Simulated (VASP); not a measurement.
Here is a VASP 6.6.1 calculation.

The input INCAR:

```
ALGO     = Fast           # electronic algorithm
EDIFF    = 1E-6           # SCF threshold, eV
ENCUT    = 520            # plane-wave cutoff, eV
GGA      = PS             # functional
ISIF     = 2              # what is computed and relaxed
ISMEAR   = 0              # smearing method
LASPH    = T              # aspherical terms in the spheres
LCHARG   = T              # write CHGCAR
LELF     = T              # ELF
LREAL    = F              # projectors in reciprocal space
LVHAR    = T            
LWAVE    = F              # write WAVECAR
NBANDS   = 10             # bands
NELM     = 60             # most SCF steps
PREC     = Accurate       # precision mode
SIGMA    = 0.15           # smearing width, eV
```

KPOINTS

```
k-points
0
Gamma
  12 12 12
```

The input POSCAR:

```
Rb
1.0
   -2.8060000000      2.9900736000      2.9900736000
    2.8060000000     -2.6219264000      2.6219264000
    2.8060000000      2.6219264000     -2.6219264000
Rb
1
Direct
    0.0000000000      0.0000000000      0.0000000000
```

Potentials or basis: VASP PAW PBE potentials, release 64 (Rb_sv).

Run with:

```sh
$ cat potpaw_PBE.64/Rb_sv/POTCAR > POTCAR
$ mpirun -np 1 vasp_std > vasp.out
```

(1) Predict the band gap on the k mesh.

(2) Estimate the pressure.

## Answers

(1) zero (an odd number of electrons rules out a gap without spin polarisation).

(2) 0.0 GPa.

Caveat: the cell differs from its parent crystal (strain +0.1312 x Voigt [0, 0, 0, 1, 0, 0]); the PAW data sets were made with another functional, which shifts forces and pressure a little.
